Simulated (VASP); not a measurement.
Wanted: the native input for a VASP 6.6.1 run.

```yaml
Task: single point
Functional: BLYP
Potentials_or_basis: VASP PAW PBE potentials, release 64 (Mn_pv)
Cutoff: 520 eV
k_mesh: 15 × 15 × 15
Occupations: fermi-dirac, width 0.1 eV
Spin: no spin polarisation
Dipole_correction: no
Further_INCAR_settings: ALGO = Normal; EDIFF = 1e-06; NBANDS = 12
```

The structure of Mn lies in POSCAR:

```
Mn
1.0
   -1.4099365103      1.4099365103      1.4099365103
    1.4099365103     -1.4099365103      1.4099365103
    1.4099365103      1.4099365103     -1.4099365103
Mn
1
Direct
    0.0000000000      0.0000000000      0.0000000000
```

These files were run (other wordings do the same):

INCAR

```
SYSTEM = Mn
PREC = Accurate
ENCUT = 520
EDIFF = 1E-6
ISMEAR = -1
SIGMA = 0.1
LREAL = .FALSE.
LASPH = .TRUE.
NELM = 80
ALGO = Normal
ISIF = 2
LWAVE = .FALSE.
LCHARG = .TRUE.
GGA = B5
ALDAX = 1.0
AGGAX = 1.0
AGGAC = 1.0
ALDAC = 0.0
LELF = .TRUE.
LVHAR = .TRUE.
NBANDS = 12
```

KPOINTS

```
regular mesh
0
G
  15 15 15
  0 0 0
```

Potentials or basis: VASP PAW PBE potentials, release 64 (Mn_pv).

Launch:

```sh
$ cat potpaw_PBE.64/Mn_pv/POTCAR > POTCAR
$ mpirun -np 1 vasp_std > vasp.out
```

Results of the run:

```yaml
Pressure: 0.1 GPa
```

Caveat: the PAW data sets were made with another functional, which shifts forces and pressure a little; the run has no spin polarisation, though such a crystal can be magnetic.

Run time: 13 s on 1 thread of Intel(R) Xeon(R) Platinum 8375C CPU @ 2.90GHz (Ice Lake), with other jobs on the host, peak memory 0.12 GiB.
